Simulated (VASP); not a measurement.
Runs of VASP 6.6.1 on Yb. The structure is that of space group Fm-3m (No. 225), or close to it. The cells are those of the table. 

| task | cell | gap on the mesh (eV) | pressure (GPa) |
| --- | --- | --- | --- |
| single point | a = 2.914 Å, angles 60.0°, 1 atom | none | 40.8 |
| single point | a = 3.080 Å, angles 60.0°, 1 atom | none | 19.4 |
| single point | a = 2.798 Å, angles 60.0°, 1 atom | none | (a) |
| single point | a = 3.587 Å, angles 60.0°, 1 atom | none | 0.2 |
| relaxation of cell and atoms | relaxed from a = 3.882 Å, angles 60.0°, 1 atom | none | 0.0 |

Alike in all rows: level PBEsol; potentials or basis VASP PAW PBE potentials, release 64 (Yb); no spin polarisation; k mesh 6 × 6 × 6; cutoff (eV) 600; smearing methfessel-paxton 0.1 eV.

Question: Fill in the values left out.

Answer: (a) 60.9.

Caveats: some runs use coarse meshes; the PAW data sets were made with another functional, which shifts forces and pressure a little; spin-orbit coupling is left out, which moves the levels of the heavy elements.

A k mesh can miss the band edges, and the runs leave out spin-orbit coupling on Yb.

A gap of «none» marks levels without a gap at the run's occupations.
